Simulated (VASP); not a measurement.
Sn, 1 atom in the cell. Symmetry: I4/mmm, No. 139, tetragonal system. The conventional cell has a = 4.138 Å, b = 4.138 Å, c = 3.387 Å, α = 90.00°, β = 90.00°, γ = 90.00°. Within 4.4 Å of Sn (site symmetry 4/mmm) lie 14 Sn at 3.38 to 4.14 Å. 

- Program: VASP 6.6.1
- Task: single point
- Functional: LDA
- Potentials or basis: VASP PAW LDA potentials, release 64 (Sn_d)
- Cutoff: 520 eV
- k mesh: 10 × 10 × 10
- Occupations: fermi-dirac, width 0.05 eV
- Spin: no spin polarisation
- Dipole correction: no
- Further INCAR settings: ALGO = Normal; EDIFF = 1e-07; NBANDS = 13

Potentials or basis: VASP PAW LDA potentials, release 64 (Sn_d).

The run is started by

```console
$ cat potpaw_LDA.64/Sn_d/POTCAR > POTCAR
$ mpirun -np 1 vasp_std > vasp.out
```

Hardware: 1 thread of Intel(R) Xeon(R) 6975P-C (Granite Rapids), on a shared host.

Q: How long does it take, and how much memory?

A: Run time: 15 s on 1 thread of Intel(R) Xeon(R) 6975P-C (Granite Rapids) (shared host), peak memory 0.16 GiB. Counts: scf iterations 10, k points 102.
